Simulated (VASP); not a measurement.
# CO2 (I-42d) in VASP: further runs

Runs on CO2. Level: PBE. Tasks: relaxation of shape and atoms at fixed volume, single point.

Program: VASP 6.6.1. These are calculated values, not measurements. Logs are shortened: lines on timing, memory, paths and dates and some standing lists are left out, and cuts for length are marked.

## 1. The cell of the first run

The structure is tetragonal, space group I-42d (No. 122). The conventional cell has a = 3.816 Å, b = 3.816 Å, c = 5.878 Å, α = 90.00°, β = 90.00°, γ = 90.00°. C (site symmetry -4) has 4 O at 1.38 Å within 1.8 Å. Within 1.8 Å of O (site symmetry 2) lie 2 C at 1.38 Å.

## 2. Relaxation of shape and atoms at fixed volume, PBE (7.13 Å³/atom)

File INCAR:

```
  ALGO = Normal
  EDIFF = 1E-7
  EDIFFG = -0.01
  ENCUT = 600
  GGA = PE
  IBRION = 2
  ISIF = 4
  ISMEAR = 0
  LASPH = True
  LCHARG = False
  LREAL = False
  LWAVE = False
  NELM = 60
  NSW = 50
  PREC = Accurate
  SIGMA = 0.02
```

File KPOINTS:

```
k-points
0
Gamma
  8 8 8
```

File POSCAR:

```
CO2
1.0
   -1.9079546544      1.9079546544      2.9388411897
    1.9079546544     -1.9079546544      2.9388411897
    1.9079546544      1.9079546544     -2.9388411897
C O
2 4
Direct
    0.0000000000      0.0000000000      0.0000000000
    0.7500000000      0.2500000000      0.5000000000
    0.3750000000      0.2997143226      0.4247143226
    0.7002856774      0.1250000000      0.0752856774
    0.8750000000      0.9502856774      0.5752856774
    0.0497143226      0.6250000000      0.9247143226
```

Potentials or basis: VASP PAW PBE potentials, release 64 (C, O).

Launch:

```console
> cat potpaw_PBE.64/C/POTCAR potpaw_PBE.64/O/POTCAR > POTCAR
> mpirun -np 1 vasp_std > vasp.out
```

OUTCAR:

```text
EDIFF = 1E-7
   EDIFFG = -0.01
   ENCUT = 600
   GGA = PE
   IBRION = 2
   ISIF = 4
   ISMEAR = 0
   LASPH = True
   LREAL = False
   NELM = 60
   NSW = 50
   PREC = Accurate

 ion  position               nearest neighbor table
   1  0.000  0.000  0.000-   3 1.38   4 1.38   5 1.38   6 1.38
   2  0.750  0.250  0.500-   3 1.38   4 1.38   5 1.38   6 1.38
   3  0.375  0.300  0.425-   1 1.38   2 1.38
   4  0.700  0.125  0.075-   1 1.38   2 1.38
   5  0.875  0.950  0.575-   1 1.38   2 1.38
   6  0.050  0.625  0.925-   1 1.38   2 1.38

  LATTYP: Found a body centered tetragonal cell.
 ALAT       =     3.8159093088
 C/A-ratio  =     1.5403097673

  Lattice vectors:

 A1 = (  -1.9079546544,   1.9079546544,   2.9388411897)
 A2 = (   1.9079546544,  -1.9079546544,   2.9388411897)
 A3 = (   1.9079546544,   1.9079546544,  -2.9388411897)

Analysis of symmetry for initial positions (statically):
=====================================================================
 Subroutine PRICEL returns:
 Original cell was already a primitive cell.

 Routine SETGRP: Setting up the symmetry group for a
 body centered tetragonal supercell.

 Subroutine GETGRP returns: Found  8 space group operations
 (whereof  4 operations were pure point group operations)
 out of a pool of 16 trial point group operations.

The static configuration has the point symmetry S_4 .
 The point group associated with its full space group is D_2d.

Analysis of symmetry for dynamics (positions and initial velocities):
=====================================================================
 Subroutine PRICEL returns:
 Original cell was already a primitive cell.

 Routine SETGRP: Setting up the symmetry group for a
 body centered tetragonal supercell.

 Subroutine GETGRP returns: Found  8 space group operations
 (whereof  4 operations were pure point group operations)
 out of a pool of 16 trial point group operations.

The dynamic configuration has the point symmetry S_4 .
 The point group associated with its full space group is D_2d.

 Subroutine INISYM returns: Found  8 space group operations
 (whereof  4 operations are pure point group operations),
 and found     1 'primitive' translations

----------------------------------------------------------------------------------------

                                     Primitive cell

  volume of cell :      42.7929

  direct lattice vectors                    reciprocal lattice vectors
    -1.907954654  1.907954654  2.938841190     0.000000000  0.262060735  0.170135086
     1.907954654 -1.907954654  2.938841190     0.262060735  0.000000000  0.170135086
     1.907954654  1.907954654 -2.938841190     0.262060735  0.262060735  0.000000000

  length of vectors
     3.989657813  3.989657813  3.989657813     0.312444838  0.312444838  0.370609846

  position of ions in fractional coordinates (direct lattice)
     0.000000000  0.000000000  0.000000000
     0.750000000  0.250000000  0.500000000
     0.375000000  0.299714323  0.424714323
     0.700285677  0.125000000  0.075285677
     0.875000000  0.950285677  0.575285677
     0.049714323  0.625000000  0.924714323

  ion indices of the primitive-cell ions
   primitive index   ion index
                 1           1
                 2           2
                 3           3
                 4           4
                 5           5
                 6           6

----------------------------------------------------------------------------------------

 KPOINTS: k-points

Automatic generation of k-mesh.
 Grid dimensions read from file:
 generate k-points for:    8    8    8

 Generating k-lattice:

  Cartesian coordinates                     Fractional coordinates (reciprocal lattice)
     0.000000000  0.032757592  0.021266886     0.125000000  0.000000000 -0.000000000
     0.032757592  0.000000000  0.021266886     0.000000000  0.125000000 -0.000000000
     0.032757592  0.032757592  0.000000000     0.000000000  0.000000000  0.125000000

  Length of vectors
     0.039055605  0.039055605  0.046326231

  Shift w.r.t. Gamma in fractional coordinates (k-lattice)
     0.000000000  0.000000000  0.000000000

 Subroutine IBZKPT returns following result:
 ===========================================

 Found     59 irreducible k-points:

 Following reciprocal coordinates:
            Coordinates               Weight
  0.000000  0.000000  0.000000      1.000000
  0.125000  0.000000 -0.000000      8.000000
  0.250000  0.000000 -0.000000      8.000000
  0.375000  0.000000 -0.000000      8.000000
  0.500000  0.000000 -0.000000      4.000000
  0.125000  0.125000 -0.000000      8.000000
[... 16 lines left out ...]
  0.250000  0.125000  0.125000     16.000000
  0.375000  0.125000  0.125000      8.000000
 [... further k-points ...]
   k-points           NKPTS =     59   k-points in BZ     NKDIM =     59   number of bands    NBANDS=     20
   number of dos      NEDOS =    301   number of ions     NIONS =      6
   total plane-waves  NPLWV =  32768
   dimension x,y,z NGX =    32 NGY =   32 NGZ =   32
   dimension x,y,z NGXF=    64 NGYF=   64 NGZF=   64
   ions per type =               2   4
   NGX,Y,Z   is equivalent  to a cutoff of  13.33, 13.33, 13.33 a.u.
   NGXF,Y,Z  is equivalent  to a cutoff of  26.67, 26.67, 26.67 a.u.
 SYSTEM =  unknown system
   PREC   = accura    normal or accurate (medium, high low for compatibility)
   ISTART =      0    job   : 0-new  1-cont  2-samecut
   ICHARG =      2    charge: 1-file 2-atom 10-const
   ISPIN  =      1    spin polarized calculation?
   LNONCOLLINEAR =      F non collinear calculations
   LSORBIT =      F    spin-orbit coupling
   LASPH  =      T    aspherical Exc in radial PAW
   ENCUT  =  600.0 eV  44.10 Ry    6.64 a.u.   7.97  7.97  7.97*2*pi/ulx,y,z
   NELM   =     60;   NELMIN=  2; NELMDL= -5     # of ELM steps
   EDIFF  = 0.1E-06   stopping-criterion for ELM
   LREAL  =      F    real-space projection
   EDIFFG = -.1E-01   stopping-criterion for IOM
   NSW    =     50    number of steps for IOM
   IBRION =      2    ionic relax: 0-MD 1-quasi-New 2-CG
   NFREE  =      1    steps in history (QN), initial steepest desc. (CG)
   ISIF   =      4    stress and relaxation
   ISYM   =      2    0-nonsym 1-usesym 2-fastsym
   POTIM  = 0.5000    time-step for ionic-motion
   TEBEG  =    0.0;   TEEND  =   0.0 temperature during run
   PSTRESS=    0.0 pullay stress
   NELECT =      32.0000    total number of electrons
   NUPDOWN=      -1.0000    fix difference up-down
   EMIN   =  10.00;   EMAX   =-10.00  energy-range for DOS
   EFERMI =   0.00;   METHOD = LEGACY
   ISMEAR =     0;   SIGMA  =   0.02  broadening in eV -4-tet -1-fermi 0-gaus
   EFERMI_NEDOS =   21; number of points for ismear=-14 and -15
   IALGO  =     38    algorithm
   IMIX   =      4    mixing-type and parameters
     AMIX     =   0.40;   BMIX     =  1.00
     AMIX_MAG =   1.60;   BMIX_MAG =  1.00
  volume/ion in A,a.u.               =       7.13        48.13
  Fermi-wavevector in a.u.,A,eV,Ry     =   1.485938  2.808016 30.041833  2.208012
  Thomas-Fermi vector in A             =   2.599287
   LORBIT       =      0    0 simple, 1 ext, 2 COOP (PROOUT), +10 PAW based schemes
   GGA     = PE    functional components
   LHFCALC =     F    Hartree Fock is set to
   AEXX    =    0.0000 exact exchange contribution
   IVDW    =     0    specifies the selected vdW correction
   LEPSILON=     F    determine dielectric tensor
   LRPA    =     F    only Hartree local field effects (RPA)
 conjugate gradient relaxation of ions
 non-spin polarized calculation
 Gauss-broadening in eV      SIGMA  =   0.02
  energy-cutoff  :      600.00
  volume of cell :       42.79
 maximum number of plane-waves:      1452
   NGX = 15   NGY = 15   NGZ = 15

--------------------------------------- Ionic step        1  -------------------------------------------

 number of electron      32.0000003 magnetization

 Free energy of the ion-electron system (eV)
  ---------------------------------------------------
  ext. energy  EPLUGINS =         0.00000000
  ---------------------------------------------------
  free energy    TOTEN  =       -43.20167651 eV

  energy without entropy =      -43.20167651  energy(sigma->0) =      -43.20167651

------------------------ aborting loop because EDIFF is reached ----------------------------------------

  FORCE on cell =-STRESS in cart. coord.  units (eV):
  Direction    XX          YY          ZZ          XY          YZ          ZX
  --------------------------------------------------------------------------------------
  -------------------------------------------------------------------------------------
  Total        5.7442577      5.7442577      5.5038908      0.0000000      0.0000000      0.0000000
  in kB      215.0662633    215.0662633    206.0668753      0.0000000      0.0000000      0.0000000
  external PRESSURE =     212.0664673 kB  Pullay stress =       0.0000000 kB
[... 145 lines left out ...]
  energy  without entropy=      -43.2276193861  energy(sigma->0) =      -43.22761939

--------------------------------------- Ionic step        5  -------------------------------------------

 number of electron      31.9999997 magnetization

 Free energy of the ion-electron system (eV)
  ---------------------------------------------------
  ext. energy  EPLUGINS =         0.00000000
  ---------------------------------------------------
  free energy    TOTEN  =       -43.22944806 eV

  energy without entropy =      -43.22944806  energy(sigma->0) =      -43.22944806

 E-fermi :   3.3419     XC(G=0): -11.6560

 val. band max:        3.1789057307   @ k =   0.5000   0.0000  -0.0000
 cond. band min:      10.8759569285   @ k =   0.0000   0.0000   0.0000
 fundamental gap:      7.6970511978
 Fermi energy:         3.3418620502

 k-point     1 :       0.0000    0.0000    0.0000
  band No.  band energies     occupation
      1     -21.3906      2.00000
      2     -15.9515      2.00000
      3     -15.9515      2.00000
      4     -15.2720      2.00000
      5     -11.3537      2.00000
      6      -6.6754      2.00000
[... 12 lines left out ...]
     19      12.9801      0.00000
[... 513 lines left out ...]
      4     -15.8783      2.00000
      5      -9.2972      2.00000
      6      -7.2581      2.00000
[... 12 lines left out ...]
     19      13.1752      0.00000
     20      13.5538      0.00000

 [... further k-points ...]

------------------------ aborting loop because EDIFF is reached ----------------------------------------

  FORCE on cell =-STRESS in cart. coord.  units (eV):
  Direction    XX          YY          ZZ          XY          YZ          ZX
  --------------------------------------------------------------------------------------
  -------------------------------------------------------------------------------------
  Total        4.1918787      4.1918787      4.1835807      0.0000000      0.0000000      0.0000000
  in kB      156.9448542    156.9448542    156.6341750      0.0000000      0.0000000      0.0000000
  external PRESSURE =     156.8412945 kB  Pullay stress =       0.0000000 kB
[... 21 lines left out ...]
  FREE ENERGIE OF THE ION-ELECTRON SYSTEM (eV)
  ---------------------------------------------------
  free  energy   TOTEN  =       -43.2294480606 eV

  energy  without entropy=      -43.2294480606  energy(sigma->0) =      -43.22944806

 reached required accuracy - stopping structural energy minimisation
```

Run time: 2.6 min. Hardware: 1 thread of Intel Xeon Platinum 8259CL at 2.50GHz (Skylake/Cascade Lake), shared host; peak memory 0.2 GiB.

What came out:

```
Free energy                  : -43.2294 eV
Energy gained by relaxing    : 4.6 meV/atom
Ionic steps                  : 5
Pressure after relaxing      : 15.7 GPa
Largest force after relaxing : 0.003 eV/Å
Band gap on the k mesh       : 7.70 eV (least direct gap 8.00 eV)
```

Forces in eV/Å, atoms in the order of the input:
```
C    0.000  0.000  0.000
C    0.000  0.000  0.000
O    0.003  0.000  0.000
O    0.000 -0.003  0.000
O   -0.003  0.000  0.000
O    0.000  0.003  0.000
```

Step by step:
```tsv
step	energy change (eV)	largest force (eV/Å)	pressure (GPa)	volume (Å³)
1	0.0000	0.5873	21.21	42.79
2	-0.0211	0.2074	14.59	42.79
3	-0.0245	0.0066	16.34	42.79
4	-0.0259	0.0058	16.17	42.79
5	-0.0278	0.0033	15.68	42.79
```

Final structure:
```xyz
6
Lattice="-1.8981 1.8981 2.9694 1.8981 -1.8981 2.9694 1.8981 1.8981 -2.9694" Properties=species:S:1:pos:R:3 pbc="T T T"
C     0.0000    0.0000    0.0000
C     0.0000    1.8981    1.4847
O     0.6878    0.9491    0.7424
O    -0.9491    1.2103    2.2271
O     1.2103    0.9491    3.7118
O     2.8471    0.6878   -0.7424
```

A k mesh can miss the band edges.

## 3. Relaxation of shape and atoms at fixed volume, PBE (7.37 Å³/atom)

This run uses another cell than the first one, of 7.37 Å³/atom.

INCAR: that of step 2 with these lines changed.

```diff
@@ -1,3 +1,3 @@
   ALGO = Normal
-  EDIFF = 1E-7
+  EDIFF = 1E-6
   EDIFFG = -0.01
@@ -12,3 +12,3 @@
   LWAVE = False
-  NELM = 60
+  NELM = 80
   NSW = 50
```

KPOINTS is that of step 2.

File POSCAR:

```
CO2
1.0
   -1.9356624812      1.9356624812      2.9494389590
    1.9356624812     -1.9356624812      2.9494389590
    1.9356624812      1.9356624812     -2.9494389590
C O
2 4
Direct
    0.0000000000      0.0000000000      0.0000000000
    0.7500000000      0.2500000000      0.5000000000
    0.3750000000      0.2944246998      0.4194246998
    0.7055753002      0.1250000000      0.0805753002
    0.8750000000      0.9555753002      0.5805753002
    0.0444246998      0.6250000000      0.9194246998
```

Potentials or basis: VASP PAW PBE potentials, release 64 (C, O).

Launch:

```console
> cat potpaw_PBE.64/C/POTCAR potpaw_PBE.64/O/POTCAR > POTCAR
> mpirun -np 1 vasp_std > vasp.out
```

It took 2.1 min on 1 thread of Intel Xeon Platinum 8259CL at 2.50GHz (Skylake/Cascade Lake), shared host; peak memory 0.2 GiB.

Results (log left out):

```
Free energy               : -43.3499 eV
Energy gained by relaxing : 4.2 meV/atom
Ionic steps               : 5
Pressure after relaxing   : 9.8 GPa
Band gap on the k mesh    : 7.69 eV (least direct gap 8.04 eV)
```

Forces on the atoms (eV/Å):
```
C    0.000  0.000  0.000
C    0.000  0.000  0.000
O    0.003  0.000  0.000
O    0.000 -0.003  0.000
O   -0.003  0.000  0.000
O    0.000  0.003  0.000
```

Step by step:
| step | energy change (eV) | largest force (eV/Å) | pressure (GPa) | volume (Å³) |
| --- | --- | --- | --- | --- |
| 1 | 0.0000 | 0.5492 | 14.86 | 44.20 |
| 2 | -0.0210 | 0.1478 | 9.05 | 44.20 |
| 3 | -0.0228 | 0.0068 | 10.30 | 44.20 |
| 4 | -0.0241 | 0.0059 | 10.18 | 44.20 |
| 5 | -0.0255 | 0.0029 | 9.78 | 44.20 |

Final structure:
```
C O
1.0
    -1.92715    1.92715    2.97556
     1.92715   -1.92715    2.97556
     1.92715    1.92715   -2.97556
C O
2 4
Cartesian
  0.0000 0.0000 0.0000
  0.0000 1.9271 1.4878
  0.6771 0.9636 0.7439
  -0.9636 1.2500 2.2317
  1.2500 0.9636 3.7195
  2.8907 0.6771 -0.7439
```

Levels at points of the mesh, in eV from the valence-band top:
```csv
k point,band 13,band 14,band 15,band 16,band 17,band 18,band 19,band 20
"(0.00, 0.00, 0.00)",-1.41,-0.78,-0.78,-0.35,7.69,9.60,9.60,9.64
"(0.50, 0.00, 0.00)",-1.70,-1.42,-0.40,0.00,8.48,9.76,10.02,10.44
"(0.50, 0.50, 0.00)",-0.58,-0.58,-0.57,-0.57,9.21,9.21,10.12,10.12
"(0.50, 0.50, 0.50)",-2.87,-2.87,-0.04,-0.04,8.88,8.88,11.00,11.00
```

## 4. Single point, PBE

This run uses another cell than the first one, of 7.82 Å³/atom.

File INCAR:

```
ALGO = Normal
EDIFF = 1E-6
ENCUT = 910
GGA = PE
GGA_COMPAT = False
ISIF = 2
ISMEAR = 0
LASPH = True
LCHARG = False
LREAL = False
LWAVE = False
NBANDS = 25
NELM = 120
PREC = Accurate
SIGMA = 0.1
```

KPOINTS is that of step 3.

File POSCAR:

```
CO2
1.0
   -1.9770548742      1.9770548742      3.0000929068
    1.9770548742     -1.9770548742      3.0000929068
    1.9770548742      1.9770548742     -3.0000929068
C O
2 4
Direct
    0.0000000000      0.0000000000      0.0000000000
    0.7500000000      0.2500000000      0.5000000000
    0.3750000000      0.2899645650      0.4149645650
    0.7100354350      0.1250000000      0.0850354350
    0.8750000000      0.9600354350      0.5850354350
    0.0399645650      0.6250000000      0.9149645650
```

Potentials or basis: VASP PAW PBE potentials, release 64 (C_h, O_h).

Launch:

```console
> cat potpaw_PBE.64/C_h/POTCAR potpaw_PBE.64/O_h/POTCAR > POTCAR
> mpirun -np 1 vasp_std > vasp.out
```

It took 80 s on 1 thread of Intel Xeon 6975P-C (Granite Rapids), shared host; peak memory 0.29 GiB.

The run converged. Its results:

| Property | Result |
| --- | --- |
| Free energy | -43.6949 eV |
| Pressure | -0.4 GPa |
| Largest force | 0.013 eV/Å |
| Band gap on the k mesh | 7.71 eV (least direct gap 8.14 eV) |

Forces on the atoms (eV/Å):
```
C    0.000  0.000  0.000
C    0.000  0.000  0.000
O    0.013  0.000  0.000
O    0.000 -0.013  0.000
O   -0.013  0.000  0.000
O    0.000  0.013  0.000
```

Stress tensor (GPa, compression positive):
```
-0.09  0.00  0.00
 0.00 -0.09  0.00
 0.00  0.00 -0.89
```

Levels at points of the mesh, in eV from the valence-band top:
| k point | band 12 | band 13 | band 14 | band 15 | band 16 | band 17 | band 18 | band 19 | band 20 | band 21 |
| --- | --- | --- | --- | --- | --- | --- | --- | --- | --- | --- |
| (0.00, 0.00, 0.00) | -1.19 | -1.19 | -0.86 | -0.86 | -0.44 | 7.71 | 9.16 | 9.25 | 9.25 | 12.31 |
| (0.50, 0.00, 0.00) | -2.26 | -1.67 | -1.34 | -0.40 | -0.01 | 8.24 | 9.47 | 9.63 | 10.30 | 12.43 |
| (0.50, 0.50, 0.00) | -2.65 | -0.64 | -0.64 | -0.51 | -0.51 | 8.88 | 8.88 | 9.92 | 9.92 | 11.73 |
| (0.50, 0.50, 0.50) | -3.10 | -2.84 | -2.84 | 0.00 | 0.00 | 8.90 | 8.90 | 10.65 | 10.65 | 11.43 |

Caveat: the cutoff is under 1.25 times the usual one of these potentials, so pressure, stress and relaxed cells hold a basis-set (Pulay) error.

## 5. Overview

```tsv
task	potentials or basis	cell	cutoff (eV)	smearing	gap on the mesh (eV)	pressure (GPa)
relaxation of shape and atoms at fixed volume	VASP PAW PBE potentials, release 64 (C, O)	relaxed from a = 3.990 Å, angles 122.9, 122.9, 85.1°, 6 atoms, atomic positions A	600	gaussian 0.02 eV	7.70	15.7
relaxation of shape and atoms at fixed volume	VASP PAW PBE potentials, release 64 (C, O)	relaxed from a = 4.024 Å, angles 122.5, 122.5, 85.7°, 6 atoms, atomic positions B	600	gaussian 0.02 eV	7.69	9.8
single point	VASP PAW PBE potentials, release 64 (C_h, O_h)	a = 4.101 Å, angles 122.4, 122.4, 86.0°, 6 atoms, atomic positions C	910	gaussian 0.1 eV	7.71	-0.4
```

Alike in all rows: level PBE; no spin polarisation; k mesh 8 × 8 × 8.

Caveats: the cutoff is under 1.25 times the usual one of these potentials, so pressure, stress and relaxed cells hold a basis-set (Pulay) error (at least some runs).

Total energies depend on the potentials used, so only differences within one code and one set of settings carry meaning.
